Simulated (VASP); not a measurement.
# GaGe3 (Pm-3m) in VASP: a series of runs

GaGe3 is run at these levels: LDA; tasks: single point.

Program: VASP 6.6.1. These are calculated values, not measurements. Logs are shortened: lines on timing, memory, paths and dates and some standing lists are left out, and cuts for length are marked.

**1. The cell of the first run**

Symmetry: Pm-3m, No. 221, cubic system. The conventional cell has a = 4.250 Å, b = 4.250 Å, c = 4.250 Å, α = 90.00°, β = 90.00°, γ = 90.00°. Within 4.0 Å of Ge (site symmetry 4/mmm) lie 8 Ge at 3.01 Å and 4 Ga at 3.01 Å. Within 4.0 Å of Ga (site symmetry m-3m) lie 12 Ge at 3.01 Å.

**2. Single point, LDA (volume scaled by 0.98)**

Contents of INCAR:

```
PREC = Accurate ; ENCUT = 520
EDIFF = 1E-6 ; ISMEAR = -1
SIGMA = 0.05 ; LREAL = F
LASPH = T ; NELM = 80
ALGO = Normal ; ISIF = 2
LWAVE = F ; LCHARG = F
NBANDS = 36
```

Contents of KPOINTS:

```
Automatic mesh
0
Gamma
  6 6 6
```

Contents of POSCAR:

```
GaGe3
1.0
    4.2497505979      0.0000000000      0.0000000000
    0.0000000000      4.2497505979      0.0000000000
    0.0000000000      0.0000000000      4.2497505979
Ge Ga
3 1
Direct
    0.5000000000      0.5000000000      0.0000000000
    0.5000000000      0.0000000000      0.5000000000
    0.0000000000      0.5000000000      0.5000000000
    0.0000000000      0.0000000000      0.0000000000
```

Potentials or basis: VASP PAW LDA potentials, release 64 (Ge_d, Ga_d).

Started as:

```
> cat potpaw_LDA.64/Ge_d/POTCAR potpaw_LDA.64/Ga_d/POTCAR > POTCAR
> mpirun -np 1 vasp_std > vasp.out
```

OUTCAR:

```text
PREC = Accurate
   ENCUT = 520
   EDIFF = 1E-6
   ISMEAR = -1
   LREAL = F
   LASPH = T
   NELM = 80
   ISIF = 2

 ion  position               nearest neighbor table
   1  0.500  0.500  0.000-
   2  0.500  0.000  0.500-
   3  0.000  0.500  0.500-
   4  0.000  0.000  0.000-

  LATTYP: Found a simple cubic cell.
 ALAT       =     4.2497505979

  Lattice vectors:

 A1 = (   4.2497505979,   0.0000000000,   0.0000000000)
 A2 = (   0.0000000000,   4.2497505979,   0.0000000000)
 A3 = (   0.0000000000,   0.0000000000,   4.2497505979)

Analysis of symmetry for initial positions (statically):
=====================================================================
 Subroutine PRICEL returns:
 Original cell was already a primitive cell.

 Routine SETGRP: Setting up the symmetry group for a
 simple cubic supercell.

 Subroutine GETGRP returns: Found 48 space group operations
 (whereof 48 operations were pure point group operations)
 out of a pool of 48 trial point group operations.

The static configuration has the point symmetry O_h .

Analysis of symmetry for dynamics (positions and initial velocities):
=====================================================================
 Subroutine PRICEL returns:
 Original cell was already a primitive cell.

 Routine SETGRP: Setting up the symmetry group for a
 simple cubic supercell.

 Subroutine GETGRP returns: Found 48 space group operations
 (whereof 48 operations were pure point group operations)
 out of a pool of 48 trial point group operations.

The dynamic configuration has the point symmetry O_h .

 Subroutine INISYM returns: Found 48 space group operations
 (whereof 48 operations are pure point group operations),
 and found     1 'primitive' translations

----------------------------------------------------------------------------------------

                                     Primitive cell

  volume of cell :      76.7521

  direct lattice vectors                    reciprocal lattice vectors
     4.249750598  0.000000000  0.000000000     0.235307926  0.000000000  0.000000000
     0.000000000  4.249750598  0.000000000     0.000000000  0.235307926  0.000000000
     0.000000000  0.000000000  4.249750598     0.000000000  0.000000000  0.235307926

  length of vectors
     4.249750598  4.249750598  4.249750598     0.235307926  0.235307926  0.235307926

  position of ions in fractional coordinates (direct lattice)
     0.500000000  0.500000000  0.000000000
     0.500000000  0.000000000  0.500000000
     0.000000000  0.500000000  0.500000000
     0.000000000  0.000000000  0.000000000

  ion indices of the primitive-cell ions
   primitive index   ion index
                 1           1
                 2           2
                 3           3
                 4           4

----------------------------------------------------------------------------------------

 KPOINTS: Automatic mesh

Automatic generation of k-mesh.
 Grid dimensions read from file:
 generate k-points for:    6    6    6

 Generating k-lattice:

  Cartesian coordinates                     Fractional coordinates (reciprocal lattice)
     0.039217988  0.000000000  0.000000000     0.166666667  0.000000000  0.000000000
     0.000000000  0.039217988  0.000000000     0.000000000  0.166666667  0.000000000
     0.000000000  0.000000000  0.039217988     0.000000000  0.000000000  0.166666667

  Length of vectors
     0.039217988  0.039217988  0.039217988

  Shift w.r.t. Gamma in fractional coordinates (k-lattice)
     0.000000000  0.000000000  0.000000000

 Subroutine IBZKPT returns following result:
 ===========================================

 Found     20 irreducible k-points:

 Following reciprocal coordinates:
            Coordinates               Weight
  0.000000  0.000000  0.000000      1.000000
  0.166667  0.000000  0.000000      6.000000
  0.333333  0.000000  0.000000      6.000000
  0.500000  0.000000  0.000000      3.000000
  0.166667  0.166667  0.000000     12.000000
  0.333333  0.166667  0.000000     24.000000
[... 12 lines left out ...]
  0.500000  0.500000  0.333333      6.000000
  0.500000  0.500000  0.500000      1.000000
   k-points           NKPTS =     20   k-points in BZ     NKDIM =     20   number of bands    NBANDS=     36
   number of dos      NEDOS =    301   number of ions     NIONS =      4
   total plane-waves  NPLWV =  32768
   dimension x,y,z NGX =    32 NGY =   32 NGZ =   32
   dimension x,y,z NGXF=    64 NGYF=   64 NGZF=   64
   ions per type =               3   1
   NGX,Y,Z   is equivalent  to a cutoff of  12.52, 12.52, 12.52 a.u.
   NGXF,Y,Z  is equivalent  to a cutoff of  25.04, 25.04, 25.04 a.u.
 SYSTEM =  unknown system
   PREC   = accura    normal or accurate (medium, high low for compatibility)
   ISTART =      0    job   : 0-new  1-cont  2-samecut
   ICHARG =      2    charge: 1-file 2-atom 10-const
   ISPIN  =      1    spin polarized calculation?
   LNONCOLLINEAR =      F non collinear calculations
   LSORBIT =      F    spin-orbit coupling
   LASPH  =      T    aspherical Exc in radial PAW
   ENCUT  =  520.0 eV  38.22 Ry    6.18 a.u.   7.90  7.90  7.90*2*pi/ulx,y,z
   NELM   =     80;   NELMIN=  2; NELMDL= -5     # of ELM steps
   EDIFF  = 0.1E-05   stopping-criterion for ELM
   LREAL  =      F    real-space projection
   EDIFFG = 0.1E-04   stopping-criterion for IOM
   NSW    =      0    number of steps for IOM
   IBRION =     -1    ionic relax: 0-MD 1-quasi-New 2-CG
   NFREE  =      0    steps in history (QN), initial steepest desc. (CG)
   ISIF   =      2    stress and relaxation
   ISYM   =      2    0-nonsym 1-usesym 2-fastsym
   POTIM  = 0.5000    time-step for ionic-motion
   TEBEG  =    0.0;   TEEND  =   0.0 temperature during run
   PSTRESS=    0.0 pullay stress
   NELECT =      55.0000    total number of electrons
   NUPDOWN=      -1.0000    fix difference up-down
   EMIN   =  10.00;   EMAX   =-10.00  energy-range for DOS
   EFERMI =   0.00;   METHOD = LEGACY
   ISMEAR =    -1;   SIGMA  =   0.05  broadening in eV -4-tet -1-fermi 0-gaus
   EFERMI_NEDOS =   21; number of points for ismear=-14 and -15
   IALGO  =     38    algorithm
   IMIX   =      4    mixing-type and parameters
     AMIX     =   0.40;   BMIX     =  1.00
     AMIX_MAG =   1.60;   BMIX_MAG =  1.00
  volume/ion in A,a.u.               =      19.19       129.49
  Fermi-wavevector in a.u.,A,eV,Ry     =   1.464982  2.768415 29.200446  2.146172
  Thomas-Fermi vector in A             =   2.580893
   LORBIT       =      0    0 simple, 1 ext, 2 COOP (PROOUT), +10 PAW based schemes
   GGA     = CA    functional components
   LHFCALC =     F    Hartree Fock is set to
   AEXX    =    0.0000 exact exchange contribution
   IVDW    =     0    specifies the selected vdW correction
   LEPSILON=     F    determine dielectric tensor
   LRPA    =     F    only Hartree local field effects (RPA)
 non-spin polarized calculation
  energy-cutoff  :      520.00
  volume of cell :       76.75
 maximum number of plane-waves:      2103
 NGX is ok and might be reduce to    32
   NGX = 15   NGY = 15   NGZ = 15

 number of electron      54.9999969 magnetization

 Free energy of the ion-electron system (eV)
  ---------------------------------------------------
  ext. energy  EPLUGINS =         0.00000000
  ---------------------------------------------------
  free energy    TOTEN  =       -18.09670686 eV

  energy without entropy =      -18.07410334  energy(sigma->0) =      -18.08540510

 E-fermi :   6.0655     XC(G=0): -11.4283

 val. band max:        6.0398528654   @ k =   0.3333   0.0000   0.0000
 cond. band min:       6.1081738823   @ k =   0.5000   0.5000   0.0000
 fundamental gap:      0.0683210169
 Fermi energy:         6.0655163168

 k-point     1 :       0.0000    0.0000    0.0000
  band No.  band energies     occupation
      1     -18.8078      2.00000
      2     -18.8078      2.00000
      3     -18.8078      2.00000
      4     -18.7968      2.00000
      5     -18.7611      2.00000
      6     -18.7611      2.00000
[... 28 lines left out ...]
     35      12.8536      0.00000
     36      13.1943      0.00000

 k-point     2 :       0.1667    0.0000    0.0000
  band No.  band energies     occupation
      1     -18.8065      2.00000
      2     -18.7993      2.00000
      3     -18.7993      2.00000
      4     -18.7913      2.00000
      5     -18.7604      2.00000
      6     -18.7563      2.00000
[... 28 lines left out ...]
     35      13.4275      0.00000
     36      14.2978      0.00000

 k-point     3 :       0.3333    0.0000    0.0000
  band No.  band energies     occupation
      1     -18.8039      2.00000
      2     -18.7778      2.00000
      3     -18.7763      2.00000
      4     -18.7763      2.00000
      5     -18.7586      2.00000
      6     -18.7441      2.00000
[... 28 lines left out ...]
     35      12.9622      0.00000
     36      12.9625      0.00000

 k-point     4 :       0.5000    0.0000    0.0000
  band No.  band energies     occupation
      1     -18.8025      2.00000
      2     -18.7685      2.00000
      3     -18.7564      2.00000
      4     -18.7510      2.00000
      5     -18.7510      2.00000
      6     -18.7387      2.00000
[... 28 lines left out ...]
     35      11.8771      0.00000
     36      11.8771      0.00000

 k-point     5 :       0.1667    0.1667    0.0000
  band No.  band energies     occupation
      1     -18.8004      2.00000
      2     -18.7959      2.00000
      3     -18.7948      2.00000
      4     -18.7847      2.00000
      5     -18.7578      2.00000
      6     -18.7528      2.00000
[... 499 lines left out ...]
 k-point    18 :       0.5000    0.3333    0.3333
  band No.  band energies     occupation
      1     -18.7772      2.00000
      2     -18.7696      2.00000
      3     -18.7691      2.00000
      4     -18.7663      2.00000
      5     -18.7652      2.00000
      6     -18.7640      2.00000
[... 28 lines left out ...]
     35      13.2531      0.00000
     36      13.6141      0.00000

 k-point    19 :       0.5000    0.5000    0.3333
  band No.  band energies     occupation
      1     -18.7727      2.00000
      2     -18.7727      2.00000
      3     -18.7714      2.00000
      4     -18.7686      2.00000
      5     -18.7664      2.00000
      6     -18.7664      2.00000
[... 28 lines left out ...]
     35      14.1365      0.00000
     36      14.1365      0.00000

 k-point    20 :       0.5000    0.5000    0.5000
  band No.  band energies     occupation
      1     -18.7746      2.00000
      2     -18.7746      2.00000
      3     -18.7746      2.00000
      4     -18.7721      2.00000
      5     -18.7694      2.00000
      6     -18.7694      2.00000
[... 28 lines left out ...]
     35      14.6120      0.00000
     36      14.6120      0.00000

------------------------ aborting loop because EDIFF is reached ----------------------------------------

  FORCE on cell =-STRESS in cart. coord.  units (eV):
  Direction    XX          YY          ZZ          XY          YZ          ZX
  --------------------------------------------------------------------------------------
  -------------------------------------------------------------------------------------
  Total       -1.8310778     -1.8310778     -1.8310778     -0.0000000     -0.0000000      0.0000000
  in kB      -38.2231999    -38.2231999    -38.2231999     -0.0000000     -0.0000000      0.0000000
  external PRESSURE =     -38.2231999 kB  Pullay stress =       0.0000000 kB

 VOLUME and BASIS-vectors are now :
 -----------------------------------------------------------------------------
  energy-cutoff  :      520.00
  volume of cell :       76.75
      direct lattice vectors                 reciprocal lattice vectors
     4.249750598  0.000000000  0.000000000     0.235307926  0.000000000  0.000000000
     0.000000000  4.249750598  0.000000000     0.000000000  0.235307926  0.000000000
     0.000000000  0.000000000  4.249750598     0.000000000  0.000000000  0.235307926

 POSITION                                       TOTAL-FORCE (eV/Angst)
 -----------------------------------------------------------------------------------
      2.12488      2.12488      0.00000         0.000000      0.000000      0.000000
      2.12488      0.00000      2.12488         0.000000      0.000000      0.000000
      0.00000      2.12488      2.12488         0.000000      0.000000      0.000000
      0.00000      0.00000      0.00000         0.000000      0.000000      0.000000
 -----------------------------------------------------------------------------------
    total drift:                                0.000000     -0.000000     -0.000000

  FREE ENERGIE OF THE ION-ELECTRON SYSTEM (eV)
  ---------------------------------------------------
  free  energy   TOTEN  =       -18.0967068569 eV

  energy  without entropy=      -18.0741033425  energy(sigma->0) =      -18.08540510
```

Run time: 22 s. Hardware: 1 thread of Intel Xeon 6975P-C, shared host; peak memory 0.18 GiB.

Results:

* Free energy: -18.0967 eV
* Pressure: -3.8 GPa

Caveat: the cell differs from its parent crystal (volume scaled by 0.98).

**3. Single point, LDA**

This run uses another cell than the first one, of 19.58 Å³/atom, 1.020 times its volume.

Contents of INCAR:

```
SYSTEM = GaGe3
ALGO = Normal
EDIFF = 1E-6
ENCUT = 520
GGA = CA
ISIF = 2
ISMEAR = -1
LASPH = .True.
LCHARG = .False.
LREAL = .False.
LWAVE = .False.
NBANDS = 36
NELM = 60
PREC = Accurate
SIGMA = 0.05
```

Contents of KPOINTS:

```
k-points
0
Gamma
  6 6 6
  0 0 0
```

Contents of POSCAR:

```
GaGe3
1.0
    4.2784660000      0.0000000000      0.0000000000
    0.0000000000      4.2784660000      0.0000000000
    0.0000000000      0.0000000000      4.2784660000
Ge Ga
3 1
Direct
    0.5000000000      0.5000000000      0.0000000000
    0.5000000000      0.0000000000      0.5000000000
    0.0000000000      0.5000000000      0.5000000000
    0.0000000000      0.0000000000      0.0000000000
```

Potentials or basis: VASP PAW LDA potentials, release 64 (Ge_d, Ga_d).

Started as:

```
> cat potpaw_LDA.64/Ge_d/POTCAR potpaw_LDA.64/Ga_d/POTCAR > POTCAR
> mpirun -np 1 vasp_std > vasp.out
```

Run time: 23 s. Hardware: 1 thread of Intel Xeon 6975P-C, shared host; peak memory 0.18 GiB.

The run converged. Its results:

```yaml
Free_energy: -18.0550 eV
Pressure: -4.8 GPa
```

Levels at points of the mesh, in eV from the Fermi level:
```csv
k point,band 26,band 27,band 28,band 29,band 30,band 31
"(0.00, 0.00, 0.00)",-3.75,-3.40,2.57,2.57,2.57,3.49
"(0.50, 0.00, 0.00)",-1.90,-1.30,-1.30,0.00,0.25,4.28
"(0.50, 0.50, 0.00)",-0.20,-0.20,0.07,0.25,0.25,0.61
"(0.50, 0.50, 0.50)",-4.84,-4.84,-4.84,6.51,6.51,6.57
```

**4. Single point, LDA (volume scaled by 1.02)**

Contents of INCAR:

```
ALGO = Normal ; EDIFF = 1E-7
ENCUT = 520 ; ISIF = 2
ISMEAR = -1 ; LASPH = True
LCHARG = False ; LREAL = False
LWAVE = False ; NBANDS = 36
NELM = 80 ; PREC = Accurate
SIGMA = 0.05
```

Contents of KPOINTS:

```
k-points
0
Gamma
  6 6 6
```

Contents of POSCAR:

```
GaGe3
1.0
    4.3068010377      0.0000000000      0.0000000000
    0.0000000000      4.3068010377      0.0000000000
    0.0000000000      0.0000000000      4.3068010377
Ge Ga
3 1
Direct
    0.5000000000      0.5000000000      0.0000000000
    0.5000000000      0.0000000000      0.5000000000
    0.0000000000      0.5000000000      0.5000000000
    0.0000000000      0.0000000000      0.0000000000
```

Started as:

```
> cat potpaw_LDA.64/Ge_d/POTCAR potpaw_LDA.64/Ga_d/POTCAR > POTCAR
> mpirun -np 1 vasp_std > vasp.out
```

It took 24 s on 1 thread of Intel Xeon 6975P-C, shared host; peak memory 0.18 GiB.

It converged, with:

| Property | Result |
| --- | --- |
| Free energy | -18.0040 eV |
| Pressure | -5.7 GPa |

Levels at points of the mesh, in eV from the Fermi level:
```
           k point  band 26  band 27  band 28  band 29  band 30  band 31
(0.00, 0.00, 0.00)    -3.66    -3.41     2.53     2.53     2.53     3.45
(0.50, 0.00, 0.00)    -1.84    -1.25    -1.25     0.03     0.29     4.15
(0.50, 0.50, 0.00)    -0.22    -0.22     0.09     0.27     0.27     0.57
(0.50, 0.50, 0.50)    -4.73    -4.73    -4.73     6.38     6.38     6.44
```

Caveat: the cell differs from its parent crystal (volume scaled by 1.02).

**5. Overview**

| cell | gap on the mesh (eV) | pressure (GPa) |
| --- | --- | --- |
| a = 4.250 Å, 4 atoms | none | -3.8 |
| a = 4.278 Å, 4 atoms | none | -4.8 |
| a = 4.307 Å, 4 atoms | none | -5.7 |

Alike in all rows: task single point; level LDA; potentials or basis VASP PAW LDA potentials, release 64 (Ge_d, Ga_d); no spin polarisation; k mesh 6 × 6 × 6; cutoff (eV) 520; smearing fermi-dirac 0.05 eV.

Total energies depend on the potentials used, so only differences within one code and one set of settings carry meaning.
